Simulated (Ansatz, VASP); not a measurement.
# One calculation of AlCo, two programs

```
Al Co
1.0
     2.93218    0.00000    0.00000
     0.00000    2.93218    0.00000
     0.00000    0.00000    2.59385
Al Co
1 1
Direct
  0.00000 0.00000 0.00000
  0.50000 0.50000 0.50000
```

Change from the starting cell: strain +0.040 along x and y, -0.080 along z, atoms carried along.

Alike in both runs: task single point; functional PBEsol; k mesh 16 × 16 × 16; occupations gaussian, width 0.15 eV; no spin polarisation.

```csv
,VASP,Ansatz
version,VASP 6.6.1,Ansatz 0.2.0
potentials or method,"VASP PAW PBE potentials, release 64 (Al, Co), cutoff 520 eV","scalar-relativistic, plane waves, PAW"
valence electrons in the cell,12,20
```

VASP gave:

- gap on the k mesh at the Fermi level (eV): none
- pressure (GPa): 4.2
- traceless stress, the component that is largest in VASP (GPa): 20.25

**Question.** Which values does Ansatz return?

**Answer.** gap on the k mesh at the Fermi level (eV): none; pressure (GPa): 4.1; traceless stress, the component that is largest in VASP (GPa): 20.24.

VASP's potentials were made for PBE, not for PBEsol. A gap of «none» marks a metal or a gap that the smearing closes. VASP's potentials hold 12 valence electrons a cell and Ansatz's 20, so a difference there can come from the potentials and not from the codes.
